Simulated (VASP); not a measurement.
TiTe2 (1T), 3 atoms in the cell. The structure is trigonal, space group P-3m1 (No. 164). Conventional cell: a = 3.770 Å, b = 3.770 Å, c = 6.889 Å, α = 90.00°, β = 90.00°, γ = 120.00°. Within 3.7 Å of Ti (site symmetry -3m) lie 6 Te at 2.78 Å. Within 3.7 Å of Te (site symmetry 3m) lie 3 Ti at 2.78 Å. 

```yaml
Program: VASP 6.6.1
Task: relaxation of cell and atoms
Functional: PBE
Potentials_or_basis: VASP PAW PBE potentials, release 64 (Ti_sv, Te)
Cutoff: 600 eV
k_mesh: 12 × 12 × 8
Occupations: gaussian, width 0.03 eV
Spin: no spin polarisation
Target_pressure: 2 GPa
Dipole_correction: no
Further_INCAR_settings: ALGO = Normal; EDIFF = 1e-06; IBRION = 2; EDIFFG = -0.002; NSW = 80; ISIF = 3
```

Potentials or basis: VASP PAW PBE potentials, release 64 (Ti_sv, Te).

Command:

```sh
$ cat potpaw_PBE.64/Ti_sv/POTCAR potpaw_PBE.64/Te/POTCAR > POTCAR
$ mpirun -np 1 vasp_std > vasp.out
```

Hardware: 1 thread of AMD EPYC 9R45 96-Core Processor (Zen 5), with other jobs on the host.

Task: Estimate the wall time of this run.

Result: Wall time 17 min on 1 thread of AMD EPYC 9R45 96-Core Processor (Zen 5), with other jobs on the host, peak memory 0.36 GiB. Counts: scf iterations 104, k points 131, ion steps 11.
